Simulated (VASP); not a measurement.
Input of a VASP 6.6.1 run:

File INCAR:

```
SYSTEM = Ti
PREC = Accurate ; ENCUT = 500
EDIFF = 1E-6 ; ISMEAR = 0
SIGMA = 0.15 ; LREAL = .FALSE.
LASPH = .TRUE. ; NELM = 120
ALGO = Normal ; ISIF = 2
LWAVE = .FALSE. ; LCHARG = .FALSE.
GGA = PS ; NBANDS = 25
GGA_COMPAT = .FALSE.
```

The input KPOINTS:

```
regular mesh
0
G
  12 12 18
  0 0 0
```

Contents of POSCAR:

```
Ti
1.0
    4.5152900513     -0.2257645026      0.0000000000
   -2.4531628201      4.0232381411      0.0000000000
    0.0000000000      0.0000000000      2.7987936488
Ti
3
Direct
    0.0000000000      0.0000000000      0.0000000000
    0.3333333333      0.6666666667      0.5000000000
    0.6666666667      0.3333333333      0.5000000000
```

Potentials or basis: VASP PAW PBE potentials, release 64 (Ti_sv).

Command:

```sh
$ cat potpaw_PBE.64/Ti_sv/POTCAR > POTCAR
$ mpirun -np 1 vasp_std > vasp.out
```

(1) What does it give for the largest force?

(2) What does it give for the band gap on the k mesh?

(3) What does it give for the pressure?

## Answers

(1) 0.110 eV/Å.

(2) zero (bands 18 and 19 overlap by 0.51 eV).

(3) 0.1 GPa.

Caveat: the cell differs from its parent crystal (strain -0.1000 x Voigt [0, 0, 0, 0, 0, 1]); the PAW data sets were made with another functional, which shifts forces and pressure a little.
